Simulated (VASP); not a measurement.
# Cd: single point with PBE

Cd:

```
Cd
1.0
     3.07707    0.00000    0.00000
    -1.53854    2.66482    0.00000
     0.00000    0.00000    8.41362
Cd
3
Direct
  0.00000 0.00000 0.00000
  0.33333 0.66667 0.33333
  0.66667 0.33333 0.66667
```

```yaml
Program: VASP 6.6.1
Task: single point
Functional: PBE
Potentials_or_basis: VASP PAW PBE potentials, release 64 (Cd)
Cutoff: 520 eV
k_mesh: 18 × 18 × 6
Occupations: gaussian, width 0.1 eV
Spin: no spin polarisation
Dipole_correction: no
Further_INCAR_settings: ALGO = Fast; EDIFF = 1e-06; NBANDS = 25
```

| Property | Result |
| --- | --- |
| Pressure | 0.2 GPa |
| Band gap on the k mesh | zero (bands 18 and 19 overlap by 4.36 eV) |

Stress tensor (GPa, compression positive):
```
0.29 0.00 0.00
0.00 0.29 0.00
0.00 0.00 0.15
```

Levels at points of the mesh, in eV from the Fermi level:
```csv
k point,band 16,band 17,band 18,band 19,band 20,band 21
"(0.00, 0.00, 0.00)",-8.37,-5.76,-5.76,1.68,1.68,11.15
"(0.50, 0.00, 0.00)",-2.06,-2.06,-0.64,0.38,0.38,1.27
"(0.00, 0.00, 0.50)",-7.72,-7.72,-2.62,-2.56,6.81,6.81
"(0.50, 0.00, 0.50)",-1.91,-1.55,-1.55,-0.91,2.58,2.58
```

It took 2.3 min on 1 thread of AMD EPYC 9R45 96-Core Processor (Zen 5), with other jobs on the host, peak memory 0.34 GiB.
